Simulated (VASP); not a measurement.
Here is a VASP 6.6.1 calculation.

The input INCAR:

```
SYSTEM = SiC
PREC = Accurate
ENCUT = 600
EDIFF = 1E-6
ISMEAR = 0
SIGMA = 0.02
LREAL = .FALSE.
LASPH = .TRUE.
NELM = 120
ALGO = Normal
ISIF = 2
LWAVE = .FALSE.
LCHARG = .TRUE.
GGA = PS
LELF = .TRUE.
LVHAR = .TRUE.
NBANDS = 11
GGA_COMPAT = .FALSE.
```

File KPOINTS:

```
Automatic mesh
0
G
  10 10 10
  0 0 0
```

POSCAR

```
SiC
1.0
    0.0000000000      2.1783829256      2.1783829256
    2.1783829256      0.0000000000      2.1783829256
    2.1783829256      2.1783829256      0.0000000000
Si C
1 1
Direct
    0.0000000000      0.0000000000      0.0000000000
    0.2500000000      0.2500000000      0.2500000000
```

Potentials or basis: VASP PAW PBE potentials, release 64 (Si, C).

Run with:

```sh
$ cat potpaw_PBE.64/Si/POTCAR potpaw_PBE.64/C/POTCAR > POTCAR
$ mpirun -np 1 vasp_std > vasp.out
```

(1) Predict the band gap on the k mesh.

(2) Estimate the pressure.

Answers

(1) 1.23 eV, indirect (least direct gap 4.44 eV).

(2) 0.2 GPa.

Caveat: the PAW data sets were made with another functional, which shifts forces and pressure a little.
